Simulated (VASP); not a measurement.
Write the native input for VASP 6.6.1 that does the following.

```
Task                   : single point
Functional             : r2SCAN
Potentials or basis    : VASP PAW PBE potentials, release 64 (Ga_d, P)
Cutoff                 : 520 eV
k mesh                 : 8 × 8 × 8
Occupations            : gaussian, width 0.01 eV
Spin                   : no spin polarisation
Dipole correction      : no
Further INCAR settings : ALGO = Normal; EDIFF = 1e-06; NBANDS = 16
```

The system is GaP.

```
Ga P
1.0
     2.68824    2.68824    0.00000
    -2.68824    2.68824    0.00000
     0.00000    2.68824    2.68824
Ga P
1 1
Direct
  0.00000 0.00000 0.00000
  0.75000 0.25000 0.50000
```

One way to write it, as run:

POSCAR

```
GaP
1.0
    2.6882430579      2.6882430579      0.0000000000
   -2.6882430579      2.6882430579      0.0000000000
    0.0000000000      2.6882430579      2.6882430579
Ga P
1 1
Direct
    0.0000000000      0.0000000000      0.0000000000
    0.7500000000      0.2500000000      0.5000000000
```

INCAR.step1

```
SYSTEM = GaP
ALGO     = Normal         ! electronic algorithm
EDIFF    = 1E-4           ! SCF threshold, eV
ENCUT    = 520            ! plane-wave cutoff, eV
GGA      = PE             ! functional
ISMEAR   = 0              ! smearing method
LASPH    = .True.         ! aspherical terms in the spheres
LCHARG   = .False.        ! write CHGCAR
LREAL    = .False.        ! projectors in reciprocal space
LWAVE    = .True.         ! write WAVECAR
NBANDS   = 16             ! bands
NELM     = 60             ! most SCF steps
PREC     = Accurate       ! precision mode
SIGMA    = 0.01           ! smearing width, eV
```

INCAR.step2

```
SYSTEM = GaP
ALGO     = Normal         ! electronic algorithm
EDIFF    = 1E-6           ! SCF threshold, eV
ENCUT    = 520            ! plane-wave cutoff, eV
ISIF     = 2              ! what is computed and relaxed
ISMEAR   = 0              ! smearing method
ISTART   = 1            
LASPH    = .True.         ! aspherical terms in the spheres
LCHARG   = .True.         ! write CHGCAR
LELF     = .True.         ! ELF
LMIXTAU  = .True.       
LREAL    = .False.        ! projectors in reciprocal space
LVHAR    = .True.       
LWAVE    = .False.        ! write WAVECAR
METAGGA  = R2SCAN         ! meta-GGA
NBANDS   = 16             ! bands
NELM     = 60             ! most SCF steps
PREC     = Accurate       ! precision mode
SIGMA    = 0.01           ! smearing width, eV
```

KPOINTS

```
k-points
0
Gamma
  8 8 8
  0 0 0
```

Potentials or basis: VASP PAW PBE potentials, release 64 (Ga_d, P).

The run is started by

```bash
$ cat potpaw_PBE.64/Ga_d/POTCAR potpaw_PBE.64/P/POTCAR > POTCAR
$ cp INCAR.step1 INCAR
$ mpirun -np 1 vasp_std > vasp.out
$ cp INCAR.step2 INCAR
$ mpirun -np 1 vasp_std > vasp.out
```

It gave:

```json
{
  "Pressure": "4.0 GPa",
  "Band gap on the k mesh": "1.83 eV, indirect (least direct gap 2.71 eV)"
}
```

Caveat: the PAW data sets were made with another functional, which shifts forces and pressure a little.

Wall time 120 s on 1 thread of Intel Xeon 8259CL, on a shared host, peak memory 0.17 GiB.
